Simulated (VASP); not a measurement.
C, 8 atoms in the cell. Symmetry: P6_3/mmc, No. 194, hexagonal system. Conventional cell: a = 2.505 Å, b = 2.505 Å, c = 8.182 Å, α = 90.00°, β = 90.00°, γ = 120.00°. C (site symmetry 3m) has 4 C at 1.53 Å within 2.0 Å. Within 2.0 Å of C (site symmetry 3m) lie 4 C at 1.53 Å. 

```yaml
Program: VASP 6.6.1
Task: single point
Functional: RPBE
Dispersion: D3(BJ)
Potentials_or_basis: VASP PAW PBE potentials, release 64 (C)
Cutoff: 520 eV
k_mesh: 12 × 12 × 4
Occupations: fermi-dirac, width 0.05 eV
Spin: no spin polarisation
Dipole_correction: no
Further_INCAR_settings: ALGO = Normal; EDIFF = 1e-06; NBANDS = 26
```

Potentials or basis: VASP PAW PBE potentials, release 64 (C).

Launch:

```bash
$ cat potpaw_PBE.64/C/POTCAR > POTCAR
$ mpirun -np 1 vasp_std > vasp.out
```

Hardware: 1 thread of AMD EPYC 7R13, with other jobs on the host.

Q: How long does it take, and how much memory?

A: Run time: 82 s on 1 thread of AMD EPYC 7R13, with other jobs on the host, peak memory 0.18 GiB. Counts: scf iterations 12, k points 57.
